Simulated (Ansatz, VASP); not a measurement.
## Ti in VASP and in Ansatz

Contents of INCAR:

```
PREC = Accurate
ENCUT = 520
EDIFF = 1E-6
ISMEAR = -1
SIGMA = 0.08
LREAL = False
LASPH = True
NELM = 80
ALGO = Normal
ISIF = 2
LWAVE = False
LCHARG = False
GGA = PE
NBANDS = 19
```

File KPOINTS:

```
regular mesh
0
Gamma
  12 12 12
```

Contents of POSCAR:

```
Ti
1.0
    0.0000000000      2.7959686128      2.7959686128
    2.7959686128      0.0000000000      2.7959686128
    2.7959686128      2.7959686128      0.0000000000
Ti
2
Direct
   -0.1250000000     -0.1250000000     -0.1250000000
    0.1250000000      0.1250000000      0.1250000000
```

Input for Ansatz:

```yaml
crystal:
  lattice:
    - [0.0, 2.7959686128, 2.7959686128]
    - [2.7959686128, 0.0, 2.7959686128]
    - [2.7959686128, 2.7959686128, 0.0]
  atoms:
    - { symbol: Ti, position: [-0.125, -0.125, -0.125] }
    - { symbol: Ti, position: [0.125, 0.125, 0.125] }
kpoints:
  mp_grid: { grid: [12, 12, 12] }
scf:
  occupations: { method: fermi_dirac, width: 0.08 }
hamiltonian:
  xc: pbe
  pseudopotentials: { kind: paw }
output:
  forces: true
  stress: true
  eigenvalues: true
  populations: true
  write_density: true
  write_potential: true
  elf: true
  volumetric_format: npy
```

Change from the starting cell: volume scaled by 0.95, PAW files.

Alike in both runs: task single point; functional PBE; k mesh 12 × 12 × 12; occupations fermi-dirac, width 0.08 eV; no spin polarisation.

|  | VASP | Ansatz |
| --- | --- | --- |
| version | VASP 6.6.1 | Ansatz 0.2.0 |
| potentials or method | VASP PAW PBE potentials, release 64 (Ti_sv) | PAW with Ansatz's default frozen-core files, scalar-relativistic |
| plane-wave cutoff (eV) | 520 | 420 |
| valence electrons in the cell | 24 | 24 |

|  | VASP | Ansatz | Ansatz less VASP |
| --- | --- | --- | --- |
| pressure (GPa) | 2.0 | 1.8 | -0.15 |
